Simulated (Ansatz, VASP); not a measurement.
## MnS: VASP beside Ansatz

File POSCAR:

```
MnS
1.0
    3.9535769233      0.0000000000      0.0000000000
   -1.9767884617      3.4238980514      0.0000000000
    0.0000000000      0.0000000000      6.3425288600
Mn S
2 2
Direct
    0.6666666667      0.3333333333      0.4988446700
    0.3333333333      0.6666666667      0.9988446700
    0.3333333333      0.6666666667      0.6261543000
    0.6666666667      0.3333333333      0.1261543000
```

File INCAR.step1:

```
PREC     = Accurate       # precision mode
ENCUT    = 520            # plane-wave cutoff, eV
EDIFF    = 1E-5           # SCF threshold, eV
ISMEAR   = -1             # smearing method
SIGMA    = 0.05           # smearing width, eV
LREAL    = False          # projectors in reciprocal space
LASPH    = True           # aspherical terms in the spheres
NELM     = 150            # most SCF steps
ALGO     = Normal         # electronic algorithm
ISIF     = 2              # what is computed and relaxed
LWAVE    = True           # write WAVECAR
ISPIN    = 2              # spin polarisation
MAGMOM   = 4 4 0 0        # initial moments
LORBIT   = 11             # projections on sites
LMAXMIX  = 4              # l up to which the mixer works
GGA      = PE             # functional
NBANDS   = 31             # bands
LUSENCCL = False
```

The input INCAR.step2:

```
PREC     = Accurate       # precision mode
ENCUT    = 520            # plane-wave cutoff, eV
EDIFF    = 1E-6           # SCF threshold, eV
ISMEAR   = -1             # smearing method
SIGMA    = 0.05           # smearing width, eV
LREAL    = False          # projectors in reciprocal space
LASPH    = True           # aspherical terms in the spheres
NELM     = 150            # most SCF steps
ALGO     = Normal         # electronic algorithm
ISIF     = 2              # what is computed and relaxed
LWAVE    = False          # write WAVECAR
LCHARG   = True           # write CHGCAR
ISPIN    = 2              # spin polarisation
MAGMOM   = 4 4 0 0        # initial moments
LORBIT   = 11             # projections on sites
LMAXMIX  = 4              # l up to which the mixer works
GGA      = PE             # functional
LHFCALC  = True           # exact exchange
AEXX     = 0.25           # exact-exchange fraction
HFSCREEN = 0.1            # screening, 1/A
PRECFOCK = Normal       
LELF     = True           # ELF
LVHAR    = True         
ISTART   = 1            
NBANDS   = 31             # bands
LUSENCCL = False
```

Contents of KPOINTS:

```
Automatic mesh
0
Gamma
  4 4 2
```

input.yaml

```yaml
crystal:
  lattice:
    - [3.9535769233, 0.0, 0.0]
    - [-1.9767884617, 3.4238980514, 0.0]
    - [0.0, 0.0, 6.34252886]
  atoms:
    - { symbol: Mn, position: [0.6666666667, 0.3333333333, 0.49884467], spin: 4.0 }
    - { symbol: Mn, position: [0.3333333333, 0.6666666667, 0.99884467], spin: 4.0 }
    - { symbol: S, position: [0.3333333333, 0.6666666667, 0.6261543] }
    - { symbol: S, position: [0.6666666667, 0.3333333333, 0.1261543] }
hamiltonian:
  xc: { exchange: pbe, correlation: pbe, exx: { coeff: 0.25, omega: 0.1 } }
  pseudopotentials: { kind: paw }
magnetization:
  spin_polarized: true
kpoints:
  mp_grid: { grid: [4, 4, 2] }
scf:
  occupations: { method: fermi_dirac, width: 0.05 }
output:
  forces: true
  stress: true
  eigenvalues: true
```

Alike in both runs: task single point; functional PBE-based screened hybrid; k mesh 4 × 4 × 2; occupations fermi-dirac, width 0.05 eV; collinear spin.

|  | VASP | Ansatz |
| --- | --- | --- |
| version | VASP 6.6.1 | Ansatz 0.2.0 |
| potentials or method | VASP PAW PBE potentials, release 64 (Mn_pv, S) | Ansatz PAW |
| plane-wave cutoff (eV) | 520 | 420 |
| valence electrons in the cell | 38 | 42 |

VASP gave:

```
gap on the k mesh at the Fermi level (eV)                     : 2.38
least direct gap on the mesh (eV)                             : 2.63
pressure (GPa)                                                : 4.8
traceless stress, the component that is largest in VASP (GPa) : 1.80
rms of the force components (eV/Å)                            : 0.194
net moment per atom (μB)                                      : 2.50
size of the moment on the site where the two differ most (μB) : 4.52
```

Task: Estimate Ansatz's values.

Result: gap on the k mesh at the Fermi level (eV): 2.36; least direct gap on the mesh (eV): 2.59; pressure (GPa): 4.8; traceless stress, the component that is largest in VASP (GPa): 1.81; rms of the force components (eV/Å): 0.194; net moment per atom (μB): 2.50; size of the moment on the site where the two differ most (μB): 4.31.

VASP's potentials were made for PBE, not for PBE-based screened hybrid. Site moments also hang on the region over which each program counts them. Atom by atom the forces differ by 0.000 eV/Å (rms over components). The functional is the same, so the differences come from potentials, cutoffs and numerics. VASP's potentials hold 38 valence electrons a cell and Ansatz's 42, so a difference there can come from the potentials and not from the codes.

The k mesh is coarse, so the values compare programs but aren't converged. Noted on Ansatz's run: the magnetic or orbital state may not be the lowest.
